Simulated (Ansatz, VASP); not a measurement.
**Two plane-wave programs on C**

Contents of INCAR:

```
  PREC = Accurate
  ENCUT = 520
  EDIFF = 1E-6
  ISMEAR = 0
  SIGMA = 0.05
  LREAL = False
  LASPH = True
  NELM = 60
  ALGO = Normal
  ISIF = 2
  LWAVE = False
  LCHARG = True
  GGA = PS
  IVDW = 12
  LELF = True
  LVHAR = True
  NBANDS = 11
```

Contents of KPOINTS:

```
regular mesh
0
Gamma
  15 15 15
```

POSCAR

```
C
1.0
    1.2291305633      0.7096388616      3.2835658809
   -1.2291305633      0.7096388616      3.2835658809
    0.0000000000     -1.4192777231      3.2835658809
C
2
Direct
    0.1777066874      0.1777066874      0.1636150127
    0.8222933126      0.8222933126      0.8363849873
```

Input for Ansatz:

```yaml
crystal:
  lattice:
    - [1.2291305633, 0.7096388616, 3.2835658809]
    - [-1.2291305633, 0.7096388616, 3.2835658809]
    - [0.0, -1.4192777231, 3.2835658809]
  atoms:
    - { symbol: C, position: [0.1777066874, 0.1777066874, 0.1636150127] }
    - { symbol: C, position: [0.8222933126, 0.8222933126, 0.8363849873] }
basis:
  ecutwfc: 520.0
kpoints:
  mp_grid: { grid: [15, 15, 15] }
hamiltonian:
  xc: pbesol
  dispersion: d3bj
scf:
  occupations: { method: gaussian, width: 0.05 }
output:
  forces: true
  stress: true
  eigenvalues: true
```

Change from the starting cell: mode 4 frozen in at +0.063 Å and mode 6 at +0.020 Å (largest displacements).

Alike in both runs: task single point; functional PBEsol; dispersion D3(BJ); k mesh 15 × 15 × 15; occupations gaussian, width 0.05 eV; no spin polarisation.

|  | VASP | Ansatz |
| --- | --- | --- |
| version | VASP 6.6.1 | Ansatz 0.2.0 |
| potentials or method | VASP PAW PBE potentials, release 64 (C), cutoff 520 eV | scalar-relativistic, plane waves, PAW |
| valence electrons in the cell | 8 | 8 |

```csv
,VASP,Ansatz,Ansatz less VASP
gap on the k mesh at the Fermi level (eV),0.17,0.17,-0.001
least direct gap on the mesh (eV),0.17,0.17,-0.001
pressure (GPa),0.4,-0.3,-0.68
"traceless stress, the component that is largest in VASP (GPa)",5.58,5.09,-0.490
rms of the force components (eV/Å),1.676,1.678,+0.0014
```

VASP's potentials were made for PBE, not for PBEsol. Atom by atom the forces differ by 0.007 eV/Å (rms over components).
